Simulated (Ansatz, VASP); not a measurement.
Two plane-wave programs on Sc

Contents of INCAR:

```
PREC = Accurate
ENCUT = 520
EDIFF = 1E-7
ISMEAR = 0
SIGMA = 0.15
LREAL = False
LASPH = True
NELM = 100
ALGO = Normal
ISIF = 2
LWAVE = False
LCHARG = False
GGA = PE
NBANDS = 18
```

File KPOINTS:

```
regular mesh
0
Gamma
  15 15 10
```

POSCAR

```
Sc
1.0
    3.2089000000      0.0000000000      0.0000000000
   -1.6044500000      2.7789889182      0.0000000000
    0.0000000000      0.0000000000      5.1626334843
Sc
2
Direct
    0.3333333333      0.6666666667      0.2500000000
    0.6666666667      0.3333333333      0.7500000000
```

Input for Ansatz:

```yaml
crystal:
  lattice:
    - [3.2089, 0.0, 0.0]
    - [-1.60445, 2.7789889182, 0.0]
    - [0.0, 0.0, 5.1626334843]
  atoms:
    - { symbol: Sc, position: [0.3333333333, 0.6666666667, 0.25] }
    - { symbol: Sc, position: [0.6666666667, 0.3333333333, 0.75] }
basis:
  ecutwfc: 520.0
kpoints:
  mp_grid: { grid: [15, 15, 10] }
hamiltonian:
  xc: pbe
  pseudopotentials: { kind: paw }
scf:
  occupations: { method: gaussian, width: 0.15 }
output:
  forces: true
  stress: true
  eigenvalues: true
```

Alike in both runs: task single point; functional PBE; k mesh 15 × 15 × 10; occupations gaussian, width 0.15 eV; no spin polarisation.

|  | VASP | Ansatz |
| --- | --- | --- |
| version | VASP 6.6.1 | Ansatz 0.2.0 |
| potentials or method | VASP PAW PBE potentials, release 64 (Sc_sv), cutoff 520 eV | scalar-relativistic, plane waves, PAW |
| valence electrons in the cell | 22 | 22 |

```csv
,VASP,Ansatz,Ansatz less VASP
gap on the k mesh at the Fermi level (eV),none,none,-
pressure (GPa),4.3,4.3,-0.04
"traceless stress, the component that is largest in VASP (GPa)",-1.94,-1.94,-0.004
```

A gap of «none» marks a metal or a gap that the smearing closes.
